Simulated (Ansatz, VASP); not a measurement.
## Si5Ge: VASP beside Ansatz

File INCAR:

```
PREC = Accurate
ENCUT = 500
EDIFF = 1E-6
ISMEAR = 0
SIGMA = 0.01
LREAL = False
LASPH = True
NELM = 120
ALGO = Normal
ISIF = 2
LWAVE = False
LCHARG = False
GGA = PE
NBANDS = 26
ISYM = 0
GGA_COMPAT = False
```

KPOINTS

```
regular mesh
0
Gamma
  6 6 2
```

The input POSCAR:

```
Si5Ge
1.0
    3.8731228747      0.0000000000      0.0000000000
   -1.9365614373      3.3542228015      0.0000000000
    0.0000000000      0.0000000000      9.4848246374
Si Ge
5 1
Direct
    0.0000000000      0.0000000000     -0.0032504489
    0.6666666667      0.3333333333      0.6665279476
    0.3333333333      0.6666666667      0.3366787532
    0.6666666667      0.3333333333      0.9153029420
    0.3333333333      0.6666666667      0.5846298178
    0.0000000000      0.0000000000      0.2501109882
```

Input for Ansatz:

```yaml
crystal:
  lattice:
    - [3.8731228747, 0.0, 0.0]
    - [-1.9365614373, 3.3542228015, 0.0]
    - [0.0, 0.0, 9.4848246374]
  atoms:
    - { symbol: Si, position: [0.0, 0.0, -0.0032504489] }
    - { symbol: Si, position: [0.6666666667, 0.3333333333, 0.6665279476] }
    - { symbol: Si, position: [0.3333333333, 0.6666666667, 0.3366787532] }
    - { symbol: Si, position: [0.6666666667, 0.3333333333, 0.915302942] }
    - { symbol: Si, position: [0.3333333333, 0.6666666667, 0.5846298178] }
    - { symbol: Ge, position: [0.0, 0.0, 0.2501109882] }
  symmetry: { detect: false }
kpoints:
  mp_grid: { grid: [6, 6, 2] }
hamiltonian:
  xc: pbe
scf:
  occupations: { method: fixed }
  n_extra_bands: 5
output:
  forces: true
  stress: true
  eigenvalues: true
```

Alike in both runs: task single point; functional PBE; k mesh 6 × 6 × 2; no spin polarisation.

|  | VASP | Ansatz |
| --- | --- | --- |
| version | VASP 6.6.1 | Ansatz 0.2.0 |
| potentials or method | VASP PAW PBE potentials, release 64 (Si, Ge_d) | plane waves |
| plane-wave cutoff (eV) | 500 | 420 |
| occupations | gaussian, width 0.01 eV | fixed |
| valence electrons in the cell | 34 | 34 |

```csv
,VASP,Ansatz,Ansatz less VASP
gap on the k mesh at the Fermi level (eV),0.65,0.65,-0.002
pressure (GPa),1.6,1.7,+0.11
"traceless stress, the component that is largest in VASP (GPa)",-0.26,-0.26,-0.003
rms of the force components (eV/Å),0.026,0.027,+0.0004
```

Atom by atom the forces differ by 0.001 eV/Å (rms over components).
